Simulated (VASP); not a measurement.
Runs of VASP 6.6.1 on Rh. The structure is hexagonal, space group P6_3/mmc (No. 194). The conventional cell has a = 2.692 Å, b = 2.692 Å, c = 8.798 Å, α = 90.00°, β = 90.00°, γ = 120.00°. Within 3.5 Å of Rh (site symmetry -3m) lie 12 Rh at 2.69 Å. Within 3.5 Å of Rh (site symmetry -6m2) lie 12 Rh at 2.69 Å. 

```csv
smearing,gap on the mesh (eV),pressure (GPa)
gaussian 0.1 eV,none,-5.8
gaussian 0.5 eV,none,-3.9
gaussian 0.2 eV,none,-5.7
gaussian 0.3 eV,none,(a)
```

Alike in all rows: task single point; level PBEsol; potentials or basis VASP PAW PBE potentials, release 64 (Rh_pv); no spin polarisation; cell as given; k mesh 9 × 9 × 3; cutoff (eV) 520.

**Question.** Estimate the missing entries.

**Answer.** (a) -5.2.

Caveats: the PAW data sets were made with another functional, which shifts forces and pressure a little.

A k mesh can miss the band edges, and the runs leave out spin-orbit coupling on Rh.

A gap of «none» marks levels without a gap at the run's occupations.
